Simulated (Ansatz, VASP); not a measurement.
**Ga2O3 in VASP and in Ansatz**

```
CELL_PARAMETERS angstrom
2.49226 1.43891 4.61506
-2.49226 1.43891 4.61506
0.00000 -2.87781 4.61506
ATOMIC_POSITIONS crystal
Ga 0.85441 0.85441 0.85441
Ga 0.35441 0.35441 0.35441
Ga 0.14559 0.14559 0.14559
Ga 0.64559 0.64559 0.64559
O 0.44591 0.05409 0.75000
O 0.05409 0.75000 0.44591
O 0.55409 0.94591 0.25000
O 0.25000 0.55409 0.94591
O 0.94591 0.25000 0.55409
O 0.75000 0.44591 0.05409
```

Change from the starting cell: uniaxial_z strain +3.0%.

Alike in both runs: task single point; functional r2SCAN; k mesh 6 × 6 × 6; no spin polarisation.

```csv
,VASP,Ansatz
version,VASP 6.6.1,Ansatz 0.2.0
potentials or method,"VASP PAW PBE potentials, release 64 (Ga_d, O)","plane waves, PAW"
plane-wave cutoff (eV),520,500
occupations,"gaussian, width 0.01 eV",fixed
valence electrons in the cell,88,88
```

Ansatz gave:

- gap on the k mesh at the Fermi level (eV): 3.22
- pressure (GPa): -6.0
- traceless stress, the component that is largest in VASP (GPa): -4.76
- rms of the force components (eV/Å): 0.000

Q: What did VASP give for the same quantities?

A: gap on the k mesh at the Fermi level (eV): 3.22; pressure (GPa): -4.3; traceless stress, the component that is largest in VASP (GPa): -5.10; rms of the force components (eV/Å): 0.027.

VASP's potentials were made for PBE, not for r2SCAN. Atom by atom the forces differ by 0.027 eV/Å (rms over components).
